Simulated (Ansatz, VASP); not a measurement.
**One calculation of ZnS, two programs**

Contents of INCAR:

```
PREC = Accurate
ENCUT = 520
EDIFF = 1E-6
ISMEAR = 0
SIGMA = 0.05
LREAL = False
LASPH = True
NELM = 100
ALGO = Normal
ISIF = 2
LWAVE = False
LCHARG = False
GGA = PE
NBANDS = 26
```

The input KPOINTS:

```
regular mesh
0
Gamma
  9 9 6
```

The input POSCAR:

```
ZnS
1.0
    3.8830165268      0.0000000000      0.0000000000
   -1.9415082634      3.3627909555      0.0000000000
    0.0000000000      0.0000000000      5.8117108357
Zn S
2 2
Direct
    0.3333333333      0.6666666667      0.0052003725
    0.6666666667      0.3333333333      0.5052003725
    0.3333333333      0.6666666667      0.3797996275
    0.6666666667      0.3333333333      0.8797996275
```

Input for Ansatz:

```yaml
crystal:
  lattice:
    - [3.8830165268, 0.0, 0.0]
    - [-1.9415082634, 3.3627909555, 0.0]
    - [0.0, 0.0, 5.8117108357]
  atoms:
    - { symbol: Zn, position: [0.3333333333, 0.6666666667, 0.0052003725] }
    - { symbol: Zn, position: [0.6666666667, 0.3333333333, 0.5052003725] }
    - { symbol: S, position: [0.3333333333, 0.6666666667, 0.3797996275] }
    - { symbol: S, position: [0.6666666667, 0.3333333333, 0.8797996275] }
basis:
  ecutwfc: 520.0
kpoints:
  mp_grid: { grid: [9, 9, 6] }
hamiltonian:
  xc: pbe
scf:
  occupations: { method: gaussian, width: 0.05 }
output:
  forces: true
  stress: true
  eigenvalues: true
```

Alike in both runs: task single point; functional PBE; k mesh 9 × 9 × 6; occupations gaussian, width 0.05 eV; no spin polarisation.

|  | VASP | Ansatz |
| --- | --- | --- |
| version | VASP 6.6.1 | Ansatz 0.2.0 |
| potentials or method | VASP PAW PBE potentials, release 64 (Zn, S), cutoff 520 eV | scalar-relativistic, plane waves, PAW |
| valence electrons in the cell | 36 | 36 |

|  | VASP | Ansatz | Ansatz less VASP |
| --- | --- | --- | --- |
| gap on the k mesh at the Fermi level (eV) | 2.33 | 2.32 | -0.003 |
| least direct gap on the mesh (eV) | 2.33 | 2.32 | -0.003 |
| pressure (GPa) | 6.5 | 6.3 | -0.18 |
| traceless stress, the component that is largest in VASP (GPa) | 11.36 | 11.32 | -0.046 |
| rms of the force components (eV/Å) | 0.593 | 0.589 | -0.0039 |

Atom by atom the forces differ by 0.004 eV/Å (rms over components).
